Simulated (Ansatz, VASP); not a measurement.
# Sb: VASP beside Ansatz

File POSCAR:

```
Sb
1.0
    3.1600000000      0.0000000000      0.0000000000
    0.0000000000      3.1600000000      0.0000000000
    0.0000000000      0.0000000000      3.1600000000
Sb
1
Direct
    0.0000000000      0.0000000000      0.0000000000
```

File INCAR.step1:

```
SYSTEM = Sb
  PREC = Accurate
  ENCUT = 520
  EDIFF = 1E-5
  ISMEAR = -1
  SIGMA = 0.05
  LREAL = .False.
  LASPH = .True.
  NELM = 150
  ALGO = Normal
  ISIF = 2
  LWAVE = .True.
  LCHARG = .False.
  LNONCOLLINEAR = .True.
  MAGMOM = 0 0 0
  LORBIT = 11
  LSORBIT = .True.
  GGA_COMPAT = .False.
  LORBMOM = .True.
  NBANDS = 16
  GGA = PE
```

Contents of INCAR.step2:

```
SYSTEM = Sb
  PREC = Accurate
  ENCUT = 520
  EDIFF = 1E-7
  ISMEAR = -1
  SIGMA = 0.05
  LREAL = .False.
  LASPH = .True.
  NELM = 150
  ALGO = Normal
  ISIF = 2
  LWAVE = .False.
  LCHARG = .False.
  LNONCOLLINEAR = .True.
  MAGMOM = 0 0 0
  LORBIT = 11
  LSORBIT = .True.
  GGA_COMPAT = .False.
  LORBMOM = .True.
  GGA = PE
  LHFCALC = .True.
  HFSCREEN = 0.2079
  PRECFOCK = Normal
  NBANDS = 16
  ISTART = 1
```

The input KPOINTS:

```
regular mesh
0
Gamma
  4 4 4
  0 0 0
```

File input:

```
crystal:
  lattice:
    - [3.16, 0.0, 0.0]
    - [0.0, 3.16, 0.0]
    - [0.0, 0.0, 3.16]
  atoms:
    - { symbol: Sb, position: [0.0, 0.0, 0.0] }
hamiltonian:
  xc: hse06
  pseudopotentials: { kind: paw_fr }
magnetization:
  noncollinear: true
  spin_orbit: true
kpoints:
  mp_grid: { grid: [4, 4, 4] }
scf:
  occupations: { method: fermi_dirac, width: 0.05 }
output:
  forces: true
  stress: true
  eigenvalues: true
```

Alike in both runs: task single point; functional HSE06; k mesh 4 × 4 × 4; occupations fermi-dirac, width 0.05 eV; non-collinear spin, spin-orbit coupling.

|  | VASP | Ansatz |
| --- | --- | --- |
| version | VASP 6.6.1 | Ansatz 0.2.0 |
| potentials or method | VASP PAW PBE potentials, release 64 (Sb) | Ansatz PAW |
| plane-wave cutoff (eV) | 520 | 420 |
| valence electrons in the cell | 5 | 15 |

```csv
,VASP,Ansatz,Ansatz less VASP
pressure (GPa),-6.0,-5.0,+0.94
net moment per atom (μB),0.00,0.00,0.000
```

VASP's potentials hold 5 valence electrons a cell and Ansatz's 15, so a difference there can come from the potentials and not from the codes.

The k mesh is coarse, so the values compare programs but aren't converged.
